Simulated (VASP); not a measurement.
# LiLa8Ga7O24 (a cell with a defect): single point with PBEsol

The system is LiLa8Ga7O24 (a cell with a defect).

```
CELL_PARAMETERS angstrom
7.72931 0.00000 0.00000
0.00000 7.72931 0.00000
0.00000 0.00000 7.72931
ATOMIC_POSITIONS crystal
La 0.01150 0.99736 0.01851
La 0.01807 0.99543 0.51572
La 0.98477 0.50604 0.98041
La 0.93991 0.50044 0.49960
La 0.50852 0.99003 0.00678
La 0.52353 0.98139 0.51864
La 0.49515 0.50406 0.97079
La 0.27861 0.31022 0.29215
Li 0.55016 0.51001 0.57449
Ga 0.25696 0.25703 0.75212
Ga 0.25818 0.76269 0.25171
Ga 0.25388 0.73442 0.73608
Ga 0.75320 0.24830 0.25304
Ga 0.74931 0.24358 0.74862
Ga 0.73274 0.73731 0.24995
Ga 0.75150 0.75198 0.75103
O 0.22254 0.31176 0.99164
O 0.28523 0.15850 0.52816
O 0.23194 0.70987 0.98695
O 0.26443 0.80254 0.49742
O 0.81019 0.21988 0.99525
O 0.69231 0.28600 0.49895
O 0.76896 0.78059 0.99869
O 0.71392 0.70861 0.50023
O 0.99278 0.21833 0.30125
O 0.00140 0.28405 0.70595
O 0.99130 0.79144 0.26566
O 0.99934 0.71226 0.72307
O 0.52667 0.25457 0.17212
O 0.50652 0.20813 0.79535
O 0.48935 0.70073 0.21487
O 0.50261 0.78366 0.76928
O 0.27353 0.00423 0.20420
O 0.21240 0.99910 0.79553
O 0.13399 0.54983 0.26652
O 0.31260 0.49350 0.68408
O 0.72068 0.98874 0.27844
O 0.78313 0.99701 0.71502
O 0.78060 0.49763 0.20972
O 0.72631 0.49823 0.77663
```

* Program: VASP 6.6.1
* Task: single point
* Functional: PBEsol
* Potentials or basis: VASP PAW PBE potentials, release 64 (La, Li_sv, Ga_d, O)
* Cutoff: 650 eV
* k mesh: 1 × 1 × 1, shifted
* Occupations: fermi-dirac, width 0.05 eV
* Spin: no spin polarisation

```
Pressure      : 8.4 GPa
Largest force : 0.075 eV/Å
```

Forces on the atoms (eV/Å):
```
La   0.008  0.018  0.009
La   0.024  0.008 -0.006
La   0.018 -0.012  0.029
La   0.034 -0.006 -0.026
La  -0.005  0.036  0.010
La  -0.017  0.025  0.001
La   0.005 -0.023  0.014
La   0.043 -0.044 -0.003
Li  -0.010 -0.003 -0.007
Ga  -0.008 -0.039 -0.022
Ga  -0.028 -0.028  0.018
Ga   0.000  0.019 -0.013
Ga  -0.029 -0.023 -0.019
Ga   0.009 -0.009  0.012
Ga   0.030  0.020 -0.002
Ga   0.000  0.013  0.009
O   -0.004  0.020  0.015
O   -0.033 -0.005 -0.009
O    0.001 -0.015 -0.003
O    0.013  0.007  0.005
O    0.022 -0.013 -0.006
O   -0.017  0.015  0.002
O    0.007  0.008 -0.005
O   -0.007 -0.010 -0.002
O    0.015 -0.010  0.017
O   -0.003  0.019 -0.019
O   -0.032  0.066  0.017
O    0.006 -0.018 -0.007
O   -0.015  0.027 -0.047
O    0.000 -0.006  0.009
O   -0.004 -0.010 -0.023
O   -0.003  0.009  0.021
O    0.006 -0.002 -0.001
O   -0.017 -0.036  0.041
O    0.004 -0.019 -0.001
O    0.011  0.006 -0.004
O   -0.024  0.013  0.007
O    0.006 -0.006 -0.019
O   -0.002  0.006 -0.005
O   -0.004  0.001  0.012
```

Stress tensor (GPa, compression positive):
```
 9.06 -2.44 -1.53
-2.44  7.65 -2.73
-1.53 -2.73  8.50
```

Levels at points of the mesh, in eV from the Fermi level:
```csv
k point,band 161,band 162,band 163,band 164,band 165,band 166
"(0.25, 0.25, 0.25)",-0.23,-0.20,-0.16,0.13,4.59,4.77
```

Wall time 7 min on 1 thread of Intel(R) Xeon(R) 6975P-C (Granite Rapids) (shared host), peak memory 0.63 GiB.

Caveat: the PAW data sets were made with another functional, which shifts forces and pressure a little; spin-orbit coupling is left out, which moves the levels of the heavy elements.
